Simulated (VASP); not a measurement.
# SnTe (P1) in VASP: further runs

The runs below take SnTe through single point, with PBE.

Program: VASP 6.6.1. These are calculated values, not measurements. Logs are shortened: lines on timing, memory, paths and dates and some standing lists are left out, and cuts for length are marked.

## 1. The cell of the first run

The typed cell holds 16 atoms: a = 9.021 Å, b = 9.021 Å, c = 9.021 Å, α = 60.00°, β = 60.00°, γ = 60.00°.

## 2. Single point, PBE

Contents of INCAR:

```
PREC = Accurate
ENCUT = 520
EDIFF = 1E-6
ISMEAR = -1
SIGMA = 0.112
LREAL = Auto
LASPH = T
NELM = 100
ALGO = Normal
ISIF = 2
LWAVE = F
LCHARG = F
GGA = PE
NBANDS = 94
```

Contents of KPOINTS:

```
Automatic mesh
0
Gamma
  2 2 2
```

Contents of POSCAR:

```
SnTe
1.0
    0.0000000000      6.3786600663      6.3786600663
    6.3786600663      0.0000000000      6.3786600663
    6.3786600663      6.3786600663      0.0000000000
Sn Te
8 8
Direct
   -0.0000446018     -0.0070703721      0.0040747586
   -0.0505490176      0.0033237388      0.5179500029
   -0.0234219254      0.4964244006      0.0212236580
    0.0098035480      0.5164795530      0.4914495313
    0.4574221654     -0.0054833617      0.0138062695
    0.5028650166      0.0002440952      0.5105145855
    0.5000834763      0.5100952968     -0.0323549927
    0.4901083405      0.4864646286      0.5179240570
    0.2621269173      0.2244810799      0.2682002932
    0.2421592441      0.2482141208      0.7636041817
    0.2505613222      0.7591035499      0.2570717804
    0.2731000683      0.7716038241      0.7291423985
    0.7682147895      0.2405941035      0.2270683788
    0.7625131218      0.2757058664      0.7214921241
    0.7557684451      0.7388733607      0.2590904646
    0.7510004374      0.7565133507      0.7510855650
```

Potentials or basis: VASP PAW PBE potentials, release 64 (Sn_d, Te).

Command:

```console
cat potpaw_PBE.64/Sn_d/POTCAR potpaw_PBE.64/Te/POTCAR > POTCAR
mpirun -np 1 vasp_std > vasp.out
```

OUTCAR:

```text
PREC = Accurate
   ENCUT = 520
   EDIFF = 1E-6
   ISMEAR = -1
   LREAL = Auto
   LASPH = T
   NELM = 100
   ISIF = 2
   GGA = PE

 ion  position               nearest neighbor table
   1  1.000  0.993  0.004-  13 3.00  10 3.17  15 3.18  12 3.18  11 3.22  14 3.33
   2  0.949  0.003  0.518-  16 2.85  13 3.05  14 3.09  11 3.25   9 3.43  12 3.46
   3  0.977  0.496  0.021-  13 2.98  15 3.07  16 3.17  10 3.23   9 3.40  12 3.65
   4  0.010  0.516  0.491-  11 3.08  15 3.11  14 3.12  16 3.19  10 3.23   9 3.30
   5  0.457  0.995  0.014-  11 2.83  10 2.98   9 3.12  16 3.22  15 3.48
   6  0.503  0.000  0.511-  12 2.93   9 3.09  16 3.12  10 3.20  13 3.24  15 3.27
   7  0.500  0.510  0.968-  12 2.98  14 3.07  16 3.19   9 3.36  13 3.37  11 3.44
   8  0.490  0.486  0.518-  14 3.06  10 3.10  12 3.20  11 3.20  15 3.31  13 3.43
   9  0.262  0.224  0.268-   6 3.09   5 3.12   4 3.30   7 3.36   3 3.40   2 3.43
  10  0.242  0.248  0.764-   5 2.98   8 3.10   1 3.17   6 3.20   4 3.23   3 3.23
  11  0.251  0.759  0.257-   5 2.83   4 3.08   8 3.20   1 3.22   2 3.25   7 3.44
  12  0.273  0.772  0.729-   6 2.93   7 2.98   1 3.18   8 3.20   2 3.46   3 3.65
  13  0.768  0.241  0.227-   3 2.98   1 3.00   2 3.05   6 3.24   7 3.37   8 3.43
  14  0.763  0.276  0.721-   8 3.06   7 3.07   2 3.09   4 3.12   1 3.33
  15  0.756  0.739  0.259-   3 3.07   4 3.11   1 3.18   6 3.27   8 3.31   5 3.48
  16  0.751  0.757  0.751-   2 2.85   6 3.12   3 3.17   7 3.19   4 3.19   5 3.22

  LATTYP: Found a face centered cubic cell.
 ALAT       =    12.7573201326

  Lattice vectors:

 A1 = (   0.0000000000,   6.3786600663,   6.3786600663)
 A2 = (   6.3786600663,   0.0000000000,   6.3786600663)
 A3 = (   6.3786600663,   6.3786600663,   0.0000000000)

Analysis of symmetry for initial positions (statically):
=====================================================================
 Subroutine PRICEL returns:
 Original cell was already a primitive cell.

 Routine SETGRP: Setting up the symmetry group for a
 face centered cubic supercell.

 Subroutine GETGRP returns: Found  1 space group operations
 (whereof  1 operations were pure point group operations)
 out of a pool of 48 trial point group operations.

The static configuration has the point symmetry C_1 .

Analysis of symmetry for dynamics (positions and initial velocities):
=====================================================================
 Subroutine PRICEL returns:
 Original cell was already a primitive cell.

 Routine SETGRP: Setting up the symmetry group for a
 face centered cubic supercell.

 Subroutine GETGRP returns: Found  1 space group operations
 (whereof  1 operations were pure point group operations)
 out of a pool of 48 trial point group operations.

The dynamic configuration has the point symmetry C_1 .

[... 118 lines left out ...]
   TEBEG  =    0.0;   TEEND  =   0.0 temperature during run
   PSTRESS=    0.0 pullay stress
   NELECT =     160.0000    total number of electrons
   NUPDOWN=      -1.0000    fix difference up-down
   EMIN   =  10.00;   EMAX   =-10.00  energy-range for DOS
   EFERMI =   0.00;   METHOD = LEGACY
   ISMEAR =    -1;   SIGMA  =   0.11  broadening in eV -4-tet -1-fermi 0-gaus
   EFERMI_NEDOS =   21; number of points for ismear=-14 and -15
   IALGO  =     38    algorithm
   IMIX   =      4    mixing-type and parameters
     AMIX     =   0.40;   BMIX     =  1.00
     AMIX_MAG =   1.60;   BMIX_MAG =  1.00
  volume/ion in A,a.u.               =      32.44       218.92
  Fermi-wavevector in a.u.,A,eV,Ry     =   1.105882  2.089814 16.639578  1.222975
  Thomas-Fermi vector in A             =   2.242375
   LORBIT       =      0    0 simple, 1 ext, 2 COOP (PROOUT), +10 PAW based schemes
   GGA     = PE    functional components
   LHFCALC =     F    Hartree Fock is set to
   AEXX    =    0.0000 exact exchange contribution
   IVDW    =     0    specifies the selected vdW correction
   LEPSILON=     F    determine dielectric tensor
   LRPA    =     F    only Hartree local field effects (RPA)
 non-spin polarized calculation
  energy-cutoff  :      520.00
  volume of cell :      519.06
 maximum number of plane-waves:     13984
 NGX is ok and might be reduce to    70
   NGX = 33   NGY = 33   NGZ = 33

 number of electron     160.0000005 magnetization

 Free energy of the ion-electron system (eV)
  ---------------------------------------------------
  ext. energy  EPLUGINS =         0.00000000
  ---------------------------------------------------
  free energy    TOTEN  =       -59.89633042 eV

  energy without entropy =      -59.79658319  energy(sigma->0) =      -59.84645681

 E-fermi :   6.4581     XC(G=0):  -9.3254

 val. band max:        6.4401896788   @ k =   0.0000   0.0000   0.0000
 cond. band min:       6.5102025185   @ k =   0.0000   0.0000   0.0000
 fundamental gap:      0.0700128397
 Fermi energy:         6.4581479336

 k-point     1 :       0.0000    0.0000    0.0000
  band No.  band energies     occupation
      1     -15.4336      2.00000
      2     -15.4327      2.00000
      3     -15.4245      2.00000
      4     -15.4204      2.00000
      5     -15.4176      2.00000
      6     -15.4086      2.00000
[... 749 lines left out ...]
     91       8.3262      0.00000
     92       8.6379      0.00000
 [bands above 92 left out]

------------------------ aborting loop because EDIFF is reached ----------------------------------------

  FORCE on cell =-STRESS in cart. coord.  units (eV):
  Direction    XX          YY          ZZ          XY          YZ          ZX
  --------------------------------------------------------------------------------------
  -------------------------------------------------------------------------------------
  Total        2.0968180      3.4227122      8.4203856     -0.3314104     -0.2743712     -0.1980807
  in kB        6.4722152     10.5648319     25.9910719     -1.0229593     -0.8468974     -0.6114126
  external PRESSURE =      14.3427064 kB  Pullay stress =       0.0000000 kB

 VOLUME and BASIS-vectors are now :
 -----------------------------------------------------------------------------
  energy-cutoff  :      520.00
  volume of cell :      519.06
      direct lattice vectors                 reciprocal lattice vectors
     0.000000000  6.378660066  6.378660066    -0.078386369  0.078386369  0.078386369
     6.378660066  0.000000000  6.378660066     0.078386369 -0.078386369  0.078386369
     6.378660066  6.378660066  0.000000000     0.078386369  0.078386369 -0.078386369

 POSITION                                       TOTAL-FORCE (eV/Angst)
 -----------------------------------------------------------------------------------
      6.35955      6.40437     12.71194        -0.206242     -0.152337     -0.390596
      3.32503      9.36005      6.07743        -0.203612      0.110924      1.044964
      3.30190      6.36464      9.39578         0.020332      0.253475      0.231381
      6.42924      3.19732      3.35698        -0.272259     -0.342387     -0.602494
      6.43175      3.00581      9.26142         0.294679      0.388896      0.844150
      3.25796      6.46400      3.20916        -0.027102     -0.449836      0.027092
[... 8 lines left out ...]
      6.36567      6.47344      9.53381         0.135210     -0.047889      0.283406
      9.61646      9.58130      9.61592        -0.184673      0.450288     -0.631621
 -----------------------------------------------------------------------------------
    total drift:                                0.013006      0.002503     -0.022133

  FREE ENERGIE OF THE ION-ELECTRON SYSTEM (eV)
  ---------------------------------------------------
  free  energy   TOTEN  =       -59.8963304232 eV

  energy  without entropy=      -59.7965831887  energy(sigma->0) =      -59.84645681
```

stdout:

```text
POSCAR found type information on POSCAR SnTe
 POSCAR found :  2 types and      16 ions
 scaLAPACK will be used
 LDA part: xc-table for (Slater+PW92), standard interpolation
 POSCAR, INCAR and KPOINTS ok, starting setup
 FFT: planning ... GRIDC
 FFT: planning ... GRID_SOFT
 FFT: planning ... GRID
 WAVECAR not read
 entering main loop
```

It took 9.1 min on 1 thread of AMD EPYC 9R45 (Zen 5), shared host; peak memory 0.76 GiB.

What came out:

- Free energy: -59.8963 eV
- Pressure: 1.4 GPa
- Largest force: 1.070 eV/Å
- Band gap on the k mesh: 0.07 eV, direct

Forces in eV/Å, atoms in the order of the input:
```
Sn  -0.206 -0.152 -0.391
Sn  -0.204  0.111  1.045
Sn   0.020  0.253  0.231
Sn  -0.272 -0.342 -0.602
Sn   0.295  0.389  0.844
Sn  -0.027 -0.450  0.027
Sn   0.229  0.189 -0.697
Sn   0.069 -0.093  0.153
Te   0.101 -0.433  0.540
Te  -0.159 -0.070  0.276
Te  -0.224 -0.100 -0.355
Te  -0.309 -0.179 -0.659
Te   0.618 -0.007  0.097
Te   0.117  0.482 -0.161
Te   0.135 -0.048  0.283
Te  -0.185  0.450 -0.632
```

Levels at points of the mesh, in eV from the valence-band top:
| k point | band 76 | band 77 | band 78 | band 79 | band 80 | band 81 | band 82 | band 83 | band 84 | band 85 |
| --- | --- | --- | --- | --- | --- | --- | --- | --- | --- | --- |
| (0.00, 0.00, 0.00) | -1.46 | -0.42 | -0.32 | -0.11 | 0.00 | 0.07 | 0.13 | 0.36 | 0.38 | 0.48 |
| (0.50, 0.00, 0.00) | -1.78 | -1.69 | -1.59 | -0.93 | -0.85 | 1.40 | 1.46 | 1.54 | 1.60 | 1.66 |
| (0.00, 0.50, 0.00) | -1.83 | -1.73 | -1.55 | -0.97 | -0.83 | 1.38 | 1.51 | 1.55 | 1.67 | 1.70 |
| (0.00, 0.00, 0.50) | -1.93 | -1.66 | -1.61 | -1.00 | -0.74 | 1.39 | 1.57 | 1.60 | 1.65 | 1.71 |
| (0.50, 0.50, 0.50) | -1.80 | -1.71 | -1.42 | -1.02 | -0.79 | 1.34 | 1.44 | 1.54 | 1.59 | 1.66 |
| (0.50, 0.50, 0.00) | -0.99 | -0.91 | -0.89 | -0.75 | -0.69 | 0.86 | 0.88 | 0.99 | 1.06 | 1.07 |
| (0.00, 0.50, 0.50) | -1.10 | -0.88 | -0.78 | -0.72 | -0.64 | 0.77 | 0.85 | 0.91 | 0.94 | 0.98 |
| (0.50, 0.00, 0.50) | -1.03 | -0.91 | -0.86 | -0.68 | -0.59 | 0.79 | 0.83 | 0.90 | 0.93 | 0.99 |

Caveat: the k points lie up to 0.43 Å⁻¹ apart; spin-orbit coupling is left out, which moves the levels of the heavy elements; forces of over 1 eV/Å act on the atoms, so gaps and moduli don't describe the material at rest.

## 3. Single point, PBE

Contents of INCAR:

```
SYSTEM = SnTe
  PREC = Accurate
  ENCUT = 520
  EDIFF = 1E-6
  ISMEAR = -1
  SIGMA = 0.112
  LREAL = Auto
  LASPH = .TRUE.
  NELM = 80
  ALGO = Normal
  ISIF = 2
  LWAVE = .FALSE.
  LCHARG = .TRUE.
  GGA = PE
  LELF = .TRUE.
  LVHAR = .TRUE.
  NBANDS = 94
```

Contents of KPOINTS:

```
Automatic mesh
0
G
  2 2 2
  0 0 0
```

Contents of POSCAR:

```
SnTe
1.0
    0.0000000000      6.3786600663      6.3786600663
    6.3786600663      0.0000000000      6.3786600663
    6.3786600663      6.3786600663      0.0000000000
Sn Te
8 8
Direct
    0.0031328680     -0.0065407938      0.0001654736
   -0.0361254554     -0.0018975772      0.5156498333
   -0.0159064755      0.4934740161      0.0171119011
    0.0074038277      0.5120127842      0.4950222252
    0.4718836666     -0.0040476369      0.0102848403
    0.5043959807     -0.0000342548      0.5064766685
    0.5011496877      0.5059546153     -0.0230842369
    0.4953799806      0.4918088544      0.5103737252
    0.2559626917      0.2353150951      0.2605714966
    0.2380974976      0.2468679917      0.7630072695
    0.2577063965      0.7533769554      0.2508689103
    0.2658238537      0.7665144324      0.7363137322
    0.7629809316      0.2440220961      0.2313695956
    0.7611430848      0.2680213371      0.7325964938
    0.7543612530      0.7443665207      0.2560125454
    0.7513799058      0.7569390671      0.7450602400
```

Potentials or basis: VASP PAW PBE potentials, release 64 (Sn_d, Te).

Command:

```console
cat potpaw_PBE.64/Sn_d/POTCAR potpaw_PBE.64/Te/POTCAR > POTCAR
mpirun -np 1 vasp_std > vasp.out
```

Run time: 17 min. Hardware: 1 thread of Intel Xeon Platinum 8488C (Sapphire Rapids), shared host; peak memory 0.78 GiB.

It converged, with:

```
Free energy            : -60.2416 eV
Pressure               : 0.9 GPa
Largest force          : 0.799 eV/Å
Band gap on the k mesh : 0.05 eV, direct
```

Forces on the atoms (eV/Å):
```
Sn  -0.046 -0.105 -0.295
Sn  -0.135  0.028  0.787
Sn   0.044  0.216  0.163
Sn  -0.213 -0.259 -0.452
Sn   0.241  0.209  0.490
Sn  -0.017 -0.377 -0.151
Sn   0.208  0.070 -0.588
Sn   0.036 -0.014  0.046
Te   0.016 -0.283  0.412
Te  -0.129  0.087  0.411
Te  -0.065 -0.106 -0.118
Te  -0.323 -0.114 -0.335
Te   0.432  0.102  0.140
Te  -0.032  0.241 -0.095
Te   0.064 -0.064  0.052
Te  -0.081  0.370 -0.469
```

Stress tensor (GPa, compression positive):
```
 0.44 -0.03 -0.03
-0.03  0.52 -0.04
-0.03 -0.04  1.63
```

Levels at points of the mesh, in eV from the valence-band top:
| k point | band 76 | band 77 | band 78 | band 79 | band 80 | band 81 | band 82 | band 83 | band 84 | band 85 |
| --- | --- | --- | --- | --- | --- | --- | --- | --- | --- | --- |
| (0.00, 0.00, 0.00) | -1.54 | -0.31 | -0.24 | -0.07 | 0.00 | 0.05 | 0.08 | 0.30 | 0.32 | 0.44 |
| (0.50, 0.00, 0.00) | -1.86 | -1.80 | -1.71 | -0.96 | -0.89 | 1.45 | 1.51 | 1.55 | 1.61 | 1.64 |
| (0.00, 0.50, 0.00) | -1.88 | -1.82 | -1.67 | -0.99 | -0.89 | 1.44 | 1.52 | 1.55 | 1.64 | 1.66 |
| (0.00, 0.00, 0.50) | -1.94 | -1.76 | -1.72 | -0.99 | -0.85 | 1.44 | 1.56 | 1.58 | 1.62 | 1.69 |
| (0.50, 0.50, 0.50) | -1.87 | -1.81 | -1.58 | -1.03 | -0.85 | 1.38 | 1.50 | 1.53 | 1.57 | 1.64 |
| (0.50, 0.50, 0.00) | -0.99 | -0.96 | -0.87 | -0.83 | -0.74 | 0.86 | 0.89 | 0.98 | 1.00 | 1.02 |
| (0.00, 0.50, 0.50) | -1.08 | -0.90 | -0.82 | -0.78 | -0.70 | 0.76 | 0.85 | 0.89 | 0.92 | 0.97 |
| (0.50, 0.00, 0.50) | -1.02 | -0.94 | -0.86 | -0.75 | -0.68 | 0.78 | 0.84 | 0.89 | 0.93 | 0.96 |

Caveat: the k points lie up to 0.43 Å⁻¹ apart; spin-orbit coupling is left out, which moves the levels of the heavy elements.
